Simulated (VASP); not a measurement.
A run of VASP 6.6.1 is set up as follows.

Contents of INCAR:

```
PREC = Accurate ; ENCUT = 1340
EDIFF = 1E-6 ; ISMEAR = 0
SIGMA = 0.02 ; LREAL = False
LASPH = True ; NELM = 120
ALGO = Normal ; ISIF = 2
LWAVE = False ; LCHARG = False
GGA = PS ; NBANDS = 28
GGA_COMPAT = False
```

KPOINTS

```
regular mesh
0
Gamma
  2 2 2
```

File POSCAR:

```
BaTiO3
1.0
    2.8193782869      1.6423719920      2.2963980085
   -2.8265732902      1.6079329908      2.3294340357
   -0.0334225516     -3.2905616540      2.3412718630
Ba Ti O
1 1 3
Direct
    0.0026354493      0.0148621033      0.0353983570
    0.5181817518      0.5016307606      0.5229100921
    0.4831800789      0.4750976295      0.9688660862
    0.4779043671      0.9706272881      0.4676554668
    1.0205296430      0.4990537475      0.4955453533
```

Potentials or basis: VASP PAW PBE potentials, release 64 (Ba_sv, Ti_sv, O_h).

The run is started by

```sh
$ cat potpaw_PBE.64/Ba_sv/POTCAR potpaw_PBE.64/Ti_sv/POTCAR potpaw_PBE.64/O_h/POTCAR > POTCAR
$ mpirun -np 1 vasp_std > vasp.out
```

(1) Estimate the pressure.

(2) Estimate the largest force.

## Answers

(1) 2.8 GPa.

(2) 1.992 eV/Å.

Caveat: the k points lie up to 0.79 Å⁻¹ apart; the PAW data sets were made with another functional, which shifts forces and pressure a little.
